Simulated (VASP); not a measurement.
The system is PtSe2.

```
Pt Se
1.0
     3.72400    0.00000    0.00000
    -1.86200    3.22508    0.00000
     0.00000    0.00000    5.06200
Pt Se
1 2
Direct
  0.00000 0.00000 0.00000
  0.66667 0.33333 0.75000
  0.33333 0.66667 0.25000
```

* Program: VASP 6.6.1
* Task: relaxation of cell and atoms
* Functional: PBEsol
* Dispersion: D4
* Potentials or basis: VASP PAW PBE potentials, release 64 (Pt, Se)
* Cutoff: 600 eV
* k mesh: 8 × 8 × 5
* Occupations: fermi-dirac, width 0.05 eV
* Spin: no spin polarisation

At the start: pressure 0.1 GPa; volume 20.27 Å³/atom.

How do energy, volume and symmetry change on relaxing?

Over 18 steps the energy falls by 20.9 meV/atom and the volume is 19.08 Å³/atom (-5.9 %); space group P-3m1 (No. 164, to 0.1 Å) before and after.

The path:
| step | energy change (eV) | largest force (eV/Å) | pressure (GPa) | volume (Å³) |
| --- | --- | --- | --- | --- |
| 1 | 0.0000 | 0.3626 | 0.08 | 60.80 |
| 2 | -0.0117 | 0.1632 | -1.57 | 60.89 |
| 3 | -0.0150 | 0.0231 | -3.02 | 60.97 |
| 4 | -0.0186 | 0.0321 | -2.98 | 60.79 |
| 5 | -0.0288 | 0.0613 | -2.83 | 60.25 |
| 6 | -0.0452 | 0.1338 | -2.43 | 59.18 |
| 7 | -0.0531 | 0.3456 | -1.11 | 57.05 |
| 8 | -0.0553 | 0.2447 | -1.67 | 57.88 |
| 9 | -0.0595 | 0.1156 | -0.59 | 57.57 |
| 10 | -0.0602 | 0.0344 | 0.09 | 57.38 |
| 11 | -0.0608 | 0.0260 | 0.05 | 57.39 |
| 12 | -0.0619 | 0.0000 | -0.10 | 57.43 |
| 13 | -0.0617 | 0.0516 | -0.38 | 57.50 |
| 14 | -0.0622 | 0.0219 | -0.21 | 57.46 |
| 15 | -0.0623 | 0.0386 | 0.04 | 57.34 |
| 16 | -0.0623 | 0.0414 | 0.06 | 57.33 |
| 17 | -0.0625 | 0.0282 | 0.02 | 57.30 |
| 18 | -0.0626 | 0.0018 | -0.06 | 57.23 |

Final structure:
```xyz
3
Lattice="3.7466 0.0000 0.0000 -1.8733 3.2447 0.0000 0.0000 0.0000 4.7074" Properties=species:S:1:pos:R:3 pbc="T T T"
Pt    0.0000    0.0000    0.0000
Se    1.8733    1.0816    3.4396
Se    0.0000    2.1631    1.2678
```

Caveat: the PAW data sets were made with another functional, which shifts forces and pressure a little.
